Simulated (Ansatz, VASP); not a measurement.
## One calculation of Gd, two programs

The input INCAR:

```
SYSTEM = Gd
PREC     = Accurate       ! precision mode
ENCUT    = 520            ! plane-wave cutoff, eV
EDIFF    = 1E-7           ! SCF threshold, eV
ISMEAR   = 0              ! smearing method
SIGMA    = 0.1            ! smearing width, eV
LREAL    = .False.        ! projectors in reciprocal space
LASPH    = .True.         ! aspherical terms in the spheres
NELM     = 150            ! most SCF steps
ALGO     = Normal         ! electronic algorithm
ISIF     = 2              ! what is computed and relaxed
LWAVE    = .False.        ! write WAVECAR
LCHARG   = .False.        ! write CHGCAR
ISPIN    = 2              ! spin polarisation
MAGMOM   = 7              ! initial moments
LORBIT   = 11             ! projections on sites
LMAXMIX  = 6              ! l up to which the mixer works
GGA      = PS             ! functional
IVDW     = 13             ! dispersion correction
NBANDS   = 19             ! bands
```

KPOINTS

```
regular mesh
0
Gamma
  7 7 7
  0 0 0
```

Contents of POSCAR:

```
Gd
1.0
    0.0000000000      2.5858190900      2.5858190900
    2.5858190900      0.0000000000      2.5858190900
    2.5858190900      2.5858190900      0.0000000000
Gd
1
Direct
    0.0000000000      0.0000000000      0.0000000000
```

Input for Ansatz:

```yaml
crystal:
  lattice:
    - [0.0, 2.58581909, 2.58581909]
    - [2.58581909, 0.0, 2.58581909]
    - [2.58581909, 2.58581909, 0.0]
  atoms:
    - { symbol: Gd, position: [0.0, 0.0, 0.0], spin: 7.0 }
basis:
  ecutwfc: 450.0
kpoints:
  mp_grid:
    grid: [7, 7, 7]
hamiltonian:
  xc: pbesol
  dispersion: d4
magnetization:
  spin_polarized: true
scf:
  occupations:
    method: gaussian
    width: 0.1
```

Alike in both runs: task single point; functional PBEsol; dispersion D4; k mesh 7 × 7 × 7; occupations gaussian, width 0.1 eV; collinear spin.

```csv
,VASP,Ansatz
version,VASP 6.6.1,Ansatz 0.2.0
potentials or method,"VASP PAW PBE potentials, release 64 (Gd), cutoff 520 eV","plane waves, PAW"
valence electrons in the cell,18,18
```

```tsv
	VASP	Ansatz	Ansatz less VASP
net moment per atom (μB)	7.32	7.32	0.000
size of the moment on the site where the two differ most (μB)	6.88	7.16	+0.281
```

VASP's potentials were made for PBE, not for PBEsol. Site moments also hang on the region over which each program counts them.

Spin-orbit coupling is off throughout.
